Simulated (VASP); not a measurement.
# NaF (Fm-3m) in VASP: a series of runs

The runs below take NaF through single point, with PBE, HSE06, PBE-based screened hybrid with 30 % exact exchange, PBE-based screened hybrid with 20 % exact exchange, PBE-based screened hybrid with 75 % exact exchange.

Everything below comes from runs of VASP 6.6.1. Logs are shortened: lines on timing, memory, paths and dates and some standing lists are left out, and cuts for length are marked.

### 1 The cell of the first run

The structure is cubic, space group Fm-3m (No. 225). The conventional cell has a = 4.594 Å, b = 4.594 Å, c = 4.594 Å, α = 90.00°, β = 90.00°, γ = 90.00°. Na (site symmetry m-3m) has 6 F at 2.30 Å within 3.0 Å. F (site symmetry m-3m) has 6 Na at 2.30 Å within 3.0 Å.

### 2 Single point, PBE

The input, INCAR:

```
  PREC = Accurate
  ENCUT = 520
  EDIFF = 1E-6
  ISMEAR = 0
  SIGMA = 0.01
  LREAL = False
  LASPH = True
  NELM = 100
  ALGO = Normal
  ISIF = 2
  LWAVE = False
  LCHARG = True
  GGA = PE
  LELF = True
  LVHAR = True
  NBANDS = 14
```

The input, KPOINTS:

```
regular mesh
0
Gamma
  6 6 6
```

The input, POSCAR:

```
NaF
1.0
    0.0000000000      2.2972417802      2.2972417802
    2.2972417802      0.0000000000      2.2972417802
    2.2972417802      2.2972417802      0.0000000000
Na F
1 1
Direct
    0.0000000000      0.0000000000      0.0000000000
    0.5000000000      0.5000000000      0.5000000000
```

Potentials or basis: VASP PAW PBE potentials, release 64 (Na_pv, F).

Started as:

```
$ cat potpaw_PBE.64/Na_pv/POTCAR potpaw_PBE.64/F/POTCAR > POTCAR
$ mpirun -np 1 vasp_std > vasp.out
```

OUTCAR:

```text
PREC = Accurate
   ENCUT = 520
   EDIFF = 1E-6
   ISMEAR = 0
   LREAL = False
   LASPH = True
   NELM = 100
   ISIF = 2
   GGA = PE

 ion  position               nearest neighbor table
   1  0.000  0.000  0.000-   2 2.30   2 2.30   2 2.30   2 2.30   2 2.30   2 2.30
   2  0.500  0.500  0.500-   1 2.30   1 2.30   1 2.30   1 2.30   1 2.30   1 2.30

  LATTYP: Found a face centered cubic cell.
 ALAT       =     4.5944835604

  Lattice vectors:

 A1 = (   0.0000000000,   2.2972417802,   2.2972417802)
 A2 = (   2.2972417802,   0.0000000000,   2.2972417802)
 A3 = (   2.2972417802,   2.2972417802,   0.0000000000)

Analysis of symmetry for initial positions (statically):
=====================================================================
 Subroutine PRICEL returns:
 Original cell was already a primitive cell.

 Routine SETGRP: Setting up the symmetry group for a
 face centered cubic supercell.

 Subroutine GETGRP returns: Found 48 space group operations
 (whereof 48 operations were pure point group operations)
 out of a pool of 48 trial point group operations.

The static configuration has the point symmetry O_h .

Analysis of symmetry for dynamics (positions and initial velocities):
=====================================================================
 Subroutine PRICEL returns:
 Original cell was already a primitive cell.

 Routine SETGRP: Setting up the symmetry group for a
 face centered cubic supercell.

 Subroutine GETGRP returns: Found 48 space group operations
 (whereof 48 operations were pure point group operations)
 out of a pool of 48 trial point group operations.

The dynamic configuration has the point symmetry O_h .

 Subroutine INISYM returns: Found 48 space group operations
 (whereof 48 operations are pure point group operations),
 and found     1 'primitive' translations

----------------------------------------------------------------------------------------

                                     Primitive cell

  volume of cell :      24.2466

  direct lattice vectors                    reciprocal lattice vectors
     0.000000000  2.297241780  2.297241780    -0.217652319  0.217652319  0.217652319
     2.297241780  0.000000000  2.297241780     0.217652319 -0.217652319  0.217652319
     2.297241780  2.297241780  0.000000000     0.217652319  0.217652319 -0.217652319

  length of vectors
     3.248790482  3.248790482  3.248790482     0.376984874  0.376984874  0.376984874

  position of ions in fractional coordinates (direct lattice)
     0.000000000  0.000000000  0.000000000
     0.500000000  0.500000000  0.500000000

  ion indices of the primitive-cell ions
   primitive index   ion index
                 1           1
[... 77 lines left out ...]
   EMIN   =  10.00;   EMAX   =-10.00  energy-range for DOS
   EFERMI =   0.00;   METHOD = LEGACY
   ISMEAR =     0;   SIGMA  =   0.01  broadening in eV -4-tet -1-fermi 0-gaus
   EFERMI_NEDOS =   21; number of points for ismear=-14 and -15
   IALGO  =     38    algorithm
   IMIX   =      4    mixing-type and parameters
     AMIX     =   0.40;   BMIX     =  1.00
     AMIX_MAG =   1.60;   BMIX_MAG =  1.00
  volume/ion in A,a.u.               =      12.12        81.81
  Fermi-wavevector in a.u.,A,eV,Ry     =   1.363225  2.576121 25.284819  1.858382
  Thomas-Fermi vector in A             =   2.489646
   LORBIT       =      0    0 simple, 1 ext, 2 COOP (PROOUT), +10 PAW based schemes
   GGA     = PE    functional components
   LHFCALC =     F    Hartree Fock is set to
   AEXX    =    0.0000 exact exchange contribution
   IVDW    =     0    specifies the selected vdW correction
   LEPSILON=     F    determine dielectric tensor
   LRPA    =     F    only Hartree local field effects (RPA)
 non-spin polarized calculation
 Gauss-broadening in eV      SIGMA  =   0.01
  energy-cutoff  :      520.00
  volume of cell :       24.25
 maximum number of plane-waves:       660
   NGX = 13   NGY = 13   NGZ = 13

 number of electron      13.9999992 magnetization

 Free energy of the ion-electron system (eV)
  ---------------------------------------------------
  ext. energy  EPLUGINS =         0.00000000
  ---------------------------------------------------
  free energy    TOTEN  =        -8.54961567 eV

  energy without entropy =       -8.54961567  energy(sigma->0) =       -8.54961567

 E-fermi :  -1.8053     XC(G=0):  -9.2786

 val. band max:       -1.9700617204   @ k =   0.0000   0.0000   0.0000
 cond. band min:       4.4700556688   @ k =   0.0000   0.0000   0.0000
 fundamental gap:      6.4401173891
 Fermi energy:        -1.8053375867

 k-point     1 :       0.0000    0.0000    0.0000
  band No.  band energies     occupation
      1     -21.1878      2.00000
      2     -20.8409      2.00000
      3     -20.8409      2.00000
      4     -20.8409      2.00000
      5      -1.9701      2.00000
      6      -1.9701      2.00000
      7      -1.9701      2.00000
      8       4.4701      0.00000
      9      17.1905      0.00000
     10      17.1905      0.00000
     11      17.1905      0.00000
     12      20.1056      0.00000
     13      22.3125      0.00000
     14      22.3125      0.00000
[... 241 lines left out ...]
      1     -21.3186      2.00000
      2     -20.9700      2.00000
      3     -20.9223      2.00000
      4     -20.4699      2.00000
      5      -3.0833      2.00000
      6      -2.6382      2.00000
      7      -2.5206      2.00000
      8      11.4114      0.00000
      9      11.4268      0.00000
     10      12.8916      0.00000
     11      16.0628      0.00000
     12      19.8172      0.00000
     13      24.4120      0.00000
     14      24.4793      0.00000

------------------------ aborting loop because EDIFF is reached ----------------------------------------

  FORCE on cell =-STRESS in cart. coord.  units (eV):
  Direction    XX          YY          ZZ          XY          YZ          ZX
  --------------------------------------------------------------------------------------
  -------------------------------------------------------------------------------------
  Total        0.5290569      0.5290569      0.5290569     -0.0000000     -0.0000000      0.0000000
  in kB       34.9593103     34.9593103     34.9593103     -0.0000000     -0.0000000      0.0000000
  external PRESSURE =      34.9593103 kB  Pullay stress =       0.0000000 kB

 VOLUME and BASIS-vectors are now :
 -----------------------------------------------------------------------------
  energy-cutoff  :      520.00
  volume of cell :       24.25
      direct lattice vectors                 reciprocal lattice vectors
     0.000000000  2.297241780  2.297241780    -0.217652319  0.217652319  0.217652319
     2.297241780  0.000000000  2.297241780     0.217652319 -0.217652319  0.217652319
     2.297241780  2.297241780  0.000000000     0.217652319  0.217652319 -0.217652319

 POSITION                                       TOTAL-FORCE (eV/Angst)
 -----------------------------------------------------------------------------------
      0.00000      0.00000      0.00000         0.000000     -0.000000      0.000000
      2.29724      2.29724      2.29724        -0.000000      0.000000     -0.000000
 -----------------------------------------------------------------------------------
    total drift:                                0.000000     -0.000000      0.000000

  FREE ENERGIE OF THE ION-ELECTRON SYSTEM (eV)
  ---------------------------------------------------
  free  energy   TOTEN  =        -8.5496156658 eV

  energy  without entropy=       -8.5496156658  energy(sigma->0) =       -8.54961567
```

OSZICAR:

```text
N       E                     dE             d eps       ncg     rms          rms(c)
DAV:   1     0.106142229695E+03    0.10614E+03   -0.78855E+03   448   0.124E+03
DAV:   2    -0.433253359479E+01   -0.11047E+03   -0.10246E+03   490   0.330E+02
DAV:   3    -0.940426809829E+01   -0.50717E+01   -0.50622E+01   568   0.664E+01
DAV:   4    -0.944147633947E+01   -0.37208E-01   -0.37207E-01   502   0.625E+00
DAV:   5    -0.944185872195E+01   -0.38238E-03   -0.38238E-03   574   0.612E-01    0.543E+00
DAV:   6    -0.855692678589E+01    0.88493E+00   -0.30501E+00   554   0.150E+01    0.179E+00
DAV:   7    -0.854765256946E+01    0.92742E-02   -0.29846E-02   448   0.204E+00    0.105E+00
DAV:   8    -0.854910284977E+01   -0.14503E-02   -0.27678E-02   478   0.320E+00    0.149E-01
DAV:   9    -0.854973356053E+01   -0.63071E-03   -0.43108E-03   578   0.629E-01    0.122E-01
DAV:  10    -0.854961804695E+01    0.11551E-03   -0.80997E-04   484   0.347E-01    0.181E-02
DAV:  11    -0.854961540563E+01    0.26413E-05   -0.29084E-05   514   0.636E-02    0.214E-03
DAV:  12    -0.854961566583E+01   -0.26019E-06   -0.12236E-06   478   0.117E-02
   1 F= -.85496157E+01 E0= -.85496157E+01  d E =-.111992-121
```

Run time: 5.2 s. Hardware: 1 thread of AMD EPYC 7R43 (Zen 3), shared host; peak memory 0.1 GiB.

What came out:

```
Free energy            : -8.5496 eV
Pressure               : 3.5 GPa
Band gap on the k mesh : 6.44 eV
```

Caveat: the cell stands under pressure.

### 3 Single point, HSE06

POSCAR is that of step 2.

The input, INCAR.step1:

```
SYSTEM = NaF
PREC = Accurate
ENCUT = 520
EDIFF = 1E-5
ISMEAR = 0
SIGMA = 0.01
LREAL = .FALSE.
LASPH = .TRUE.
NELM = 80
ALGO = Normal
ISIF = 2
LWAVE = .TRUE.
GGA = PE
NBANDS = 14
```

The input, INCAR.step2:

```
SYSTEM = NaF
PREC = Accurate
ENCUT = 520
EDIFF = 1E-6
ISMEAR = 0
SIGMA = 0.01
LREAL = .FALSE.
LASPH = .TRUE.
NELM = 80
ALGO = Normal
ISIF = 2
LWAVE = .FALSE.
LCHARG = .TRUE.
GGA = PE
LHFCALC = .TRUE.
HFSCREEN = 0.2079
PRECFOCK = Normal
LELF = .TRUE.
LVHAR = .TRUE.
ISTART = 1
NBANDS = 14
```

The input, KPOINTS:

```
regular mesh
0
G
  4 4 4
  0 0 0
```

Potentials or basis: VASP PAW PBE potentials, release 64 (Na_pv, F).

Started as:

```
$ cat potpaw_PBE.64/Na_pv/POTCAR potpaw_PBE.64/F/POTCAR > POTCAR
$ cp INCAR.step1 INCAR
$ mpirun -np 1 vasp_std > vasp.out
$ cp INCAR.step2 INCAR
$ mpirun -np 1 vasp_std > vasp.out
```

OUTCAR:

```text
SYSTEM = NaF
   PREC = Accurate
   ENCUT = 520
   EDIFF = 1E-6
   ISMEAR = 0
   LREAL = .FALSE.
   LASPH = .TRUE.
   NELM = 80
   ISIF = 2
   GGA = PE
   LHFCALC = .TRUE.
   HFSCREEN = 0.2079
   PRECFOCK = Normal
   ISTART = 1

 ion  position               nearest neighbor table
   1  0.000  0.000  0.000-   2 2.30   2 2.30   2 2.30   2 2.30   2 2.30   2 2.30
   2  0.500  0.500  0.500-   1 2.30   1 2.30   1 2.30   1 2.30   1 2.30   1 2.30

  LATTYP: Found a face centered cubic cell.
 ALAT       =     4.5944835604

  Lattice vectors:

 A1 = (   0.0000000000,   2.2972417802,   2.2972417802)
 A2 = (   2.2972417802,   0.0000000000,   2.2972417802)
 A3 = (   2.2972417802,   2.2972417802,   0.0000000000)

Analysis of symmetry for initial positions (statically):
=====================================================================
 Subroutine PRICEL returns:
 Original cell was already a primitive cell.

 Routine SETGRP: Setting up the symmetry group for a
 face centered cubic supercell.

 Subroutine GETGRP returns: Found 48 space group operations
 (whereof 48 operations were pure point group operations)
 out of a pool of 48 trial point group operations.

The static configuration has the point symmetry O_h .

Analysis of symmetry for dynamics (positions and initial velocities):
=====================================================================
 Subroutine PRICEL returns:
 Original cell was already a primitive cell.

 Routine SETGRP: Setting up the symmetry group for a
 face centered cubic supercell.

 Subroutine GETGRP returns: Found 48 space group operations
 (whereof 48 operations were pure point group operations)
 out of a pool of 48 trial point group operations.

The dynamic configuration has the point symmetry O_h .

 Subroutine INISYM returns: Found 48 space group operations
 (whereof 48 operations are pure point group operations),
 and found     1 'primitive' translations

[... 114 lines left out ...]
   LEPSILON=     F    determine dielectric tensor
   LRPA    =     F    only Hartree local field effects (RPA)
 non-spin polarized calculation
 Gauss-broadening in eV      SIGMA  =   0.01
  energy-cutoff  :      520.00
  volume of cell :       24.25
 maximum number of plane-waves:       656
  NGX = 20; NGY = 20; NGZ = 20

 number of electron      13.9999992 magnetization

 Free energy of the ion-electron system (eV)
  ---------------------------------------------------
  ext. energy  EPLUGINS =         0.00000000
  ---------------------------------------------------
  free energy    TOTEN  =       -10.30848796 eV

  energy without entropy =      -10.30848796  energy(sigma->0) =      -10.30848796

 E-fermi :  -3.5647     XC(G=0):  -7.6044

 val. band max:       -3.6584316538   @ k =   0.0000   0.0000   0.0000
 cond. band min:       4.9469882441   @ k =   0.0000   0.0000   0.0000
 fundamental gap:      8.6054198980
 Fermi energy:        -3.5647005367

 k-point     1 :       0.0000    0.0000    0.0000
  band No.  band energies     occupation
      1     -24.4329      2.00000
      2     -23.9474      2.00000
      3     -23.9474      2.00000
      4     -23.9474      2.00000
      5      -3.6584      2.00000
      6      -3.6584      2.00000
      7      -3.6584      2.00000
      8       4.9470      0.00000
      9      17.8984      0.00000
     10      17.8984      0.00000
     11      17.8984      0.00000
     12      20.5648      0.00000
     13      23.2361      0.00000
     14      23.2361      0.00000
[... 105 lines left out ...]
      1     -24.5709      2.00000
      2     -24.0469      2.00000
      3     -24.0469      2.00000
      4     -23.5479      2.00000
      5      -4.5941      2.00000
      6      -4.5941      2.00000
      7      -4.2758      2.00000
      8      12.0383      0.00000
      9      12.0383      0.00000
     10      14.2846      0.00000
     11      16.0196      0.00000
     12      22.6956      0.00000
     13      22.6957      0.00000
     14      26.3439      0.00000

------------------------ aborting loop because EDIFF is reached ----------------------------------------

  FORCE on cell =-STRESS in cart. coord.  units (eV):
  Direction    XX          YY          ZZ          XY          YZ          ZX
  --------------------------------------------------------------------------------------
  -------------------------------------------------------------------------------------
  Total        0.2455259      0.2455259      0.2455259     -0.0000000      0.0000000     -0.0000000
  in kB       16.2239931     16.2239931     16.2239931     -0.0000000      0.0000000     -0.0000000
  external PRESSURE =      16.2239931 kB  Pullay stress =       0.0000000 kB

 VOLUME and BASIS-vectors are now :
 -----------------------------------------------------------------------------
  energy-cutoff  :      520.00
  volume of cell :       24.25
      direct lattice vectors                 reciprocal lattice vectors
     0.000000000  2.297241780  2.297241780    -0.217652319  0.217652319  0.217652319
     2.297241780  0.000000000  2.297241780     0.217652319 -0.217652319  0.217652319
     2.297241780  2.297241780  0.000000000     0.217652319  0.217652319 -0.217652319

 POSITION                                       TOTAL-FORCE (eV/Angst)
 -----------------------------------------------------------------------------------
      0.00000      0.00000      0.00000         0.000000      0.000000      0.000000
      2.29724      2.29724      2.29724         0.000000      0.000000      0.000000
 -----------------------------------------------------------------------------------
    total drift:                               -0.000000      0.000000      0.000000

  FREE ENERGIE OF THE ION-ELECTRON SYSTEM (eV)
  ---------------------------------------------------
  free  energy   TOTEN  =       -10.3084879647 eV

  energy  without entropy=      -10.3084879647  energy(sigma->0) =      -10.30848796
```

Wall time 2.1 min (1 thread of AMD EPYC 7R43 (Zen 3), shared host); peak memory 0.2 GiB.

What came out:

| Property | Result |
| --- | --- |
| Free energy | -10.3085 eV |
| Pressure | 1.6 GPa |
| Band gap on the k mesh | 8.61 eV |

Caveat: the k points lie up to 0.59 Å⁻¹ apart; the PAW data sets were made with another functional, which shifts forces and pressure a little.

### 4 Single point, PBE-based screened hybrid with 30 % exact exchange

POSCAR is that of step 3.

The input, INCAR.step1:

```
PREC = Accurate ; ENCUT = 520
EDIFF = 1E-5 ; ISMEAR = 0
SIGMA = 0.01 ; LREAL = False
LASPH = True ; NELM = 60
ALGO = Normal ; ISIF = 2
LWAVE = True ; LCHARG = False
GGA = PE ; NBANDS = 14
```

The input, INCAR.step2:

```
PREC = Accurate ; ENCUT = 520
EDIFF = 1E-6 ; ISMEAR = 0
SIGMA = 0.01 ; LREAL = False
LASPH = True ; NELM = 60
ALGO = Normal ; ISIF = 2
LWAVE = False ; LCHARG = False
GGA = PE ; LHFCALC = True
AEXX = 0.3 ; HFSCREEN = 0.5
PRECFOCK = Normal ; ISTART = 1
NBANDS = 14
```

The input, KPOINTS:

```
regular mesh
0
Gamma
  4 4 4
```

Started as:

```
$ cat potpaw_PBE.64/Na_pv/POTCAR potpaw_PBE.64/F/POTCAR > POTCAR
$ cp INCAR.step1 INCAR
$ mpirun -np 1 vasp_std > vasp.out
$ cp INCAR.step2 INCAR
$ mpirun -np 1 vasp_std > vasp.out
```

It took 2.5 min on 1 thread of AMD EPYC 7R43 (Zen 3), shared host; peak memory 0.2 GiB.

The run converged. Its results:

- Free energy: -10.0254 eV
- Pressure: 1.4 GPa
- Band gap on the k mesh: 8.12 eV

Levels at points of the mesh, in eV from the valence-band top:
```csv
k point,band 5,band 6,band 7,band 8,band 9,band 10
"(0.00, 0.00, 0.00)",0.00,0.00,0.00,8.12,21.03,21.03
"(0.50, 0.00, 0.00)",-1.62,-0.27,-0.27,12.67,14.53,22.30
"(0.50, 0.50, 0.00)",-1.31,-0.43,-0.43,15.11,15.21,15.70
```

Caveat: the k points lie up to 0.59 Å⁻¹ apart; the PAW data sets were made with another functional, which shifts forces and pressure a little.

[end of part 1 of 2]
